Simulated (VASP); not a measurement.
Write the native input for VASP 6.6.1 that does the following.

- Task: relaxation of cell and atoms
- Functional: PBEsol
- Potentials or basis: VASP PAW PBE potentials, release 64 (Al)
- Cutoff: 600 eV
- k mesh: 9 × 9 × 9
- Occupations: methfessel-paxton, width 0.1 eV
- Spin: no spin polarisation
- Target pressure: 15 GPa
- Dipole correction: no
- Further INCAR settings: ALGO = Normal; EDIFF = 1e-06; IBRION = 2; EDIFFG = -0.01; NSW = 80; ISIF = 3

The structure of Al lies in POSCAR:

```
Al
1.0
    0.0000000000      2.0248050000      2.0248050000
    2.0248050000      0.0000000000      2.0248050000
    2.0248050000      2.0248050000      0.0000000000
Al
1
Direct
    0.0000000000      0.0000000000      0.0000000000
```

The input as run:

INCAR

```
SYSTEM = Al
PREC     = Accurate       ! precision mode
ENCUT    = 600            ! plane-wave cutoff, eV
EDIFF    = 1E-6           ! SCF threshold, eV
ISMEAR   = 1              ! smearing method
SIGMA    = 0.1            ! smearing width, eV
LREAL    = .FALSE.        ! projectors in reciprocal space
LASPH    = .TRUE.         ! aspherical terms in the spheres
NELM     = 100            ! most SCF steps
ALGO     = Normal         ! electronic algorithm
ISIF     = 3              ! what is computed and relaxed
LWAVE    = .FALSE.        ! write WAVECAR
LCHARG   = .FALSE.        ! write CHGCAR
GGA      = PS             ! functional
IBRION   = 2              ! ionic algorithm
NSW      = 80             ! ionic steps
EDIFFG   = -0.01          ! ionic threshold
PSTRESS  = 150.0
```

KPOINTS

```
regular mesh
0
G
  9 9 9
  0 0 0
```

Potentials or basis: VASP PAW PBE potentials, release 64 (Al).

Run with:

```sh
$ cat potpaw_PBE.64/Al/POTCAR > POTCAR
$ mpirun -np 1 vasp_std > vasp.out
```

Results of the run:

```yaml
Relaxed_volume: 14.13 Å³/atom
Relaxed_cell: a = 2.713 Å, b = 2.713 Å, c = 2.713 Å, α = 60.00°, β = 60.00°, γ = 60.00°
Space_group_after_relaxing_to_0.05_Å: Fm-3m (No. 225)
Energy_change_on_relaxing_the_enthalpy_is_what_falls: +88.7 meV/atom
Ionic_steps: 4
Pressure_after_relaxing: 14.9 GPa
```

Caveat: the cell is relaxed towards a set pressure, so the enthalpy falls and the energy may rise; the PAW data sets were made with another functional, which shifts forces and pressure a little.

Run time: 6.8 s on 1 thread of Intel Xeon 6975P-C (shared host), peak memory 0.14 GiB.
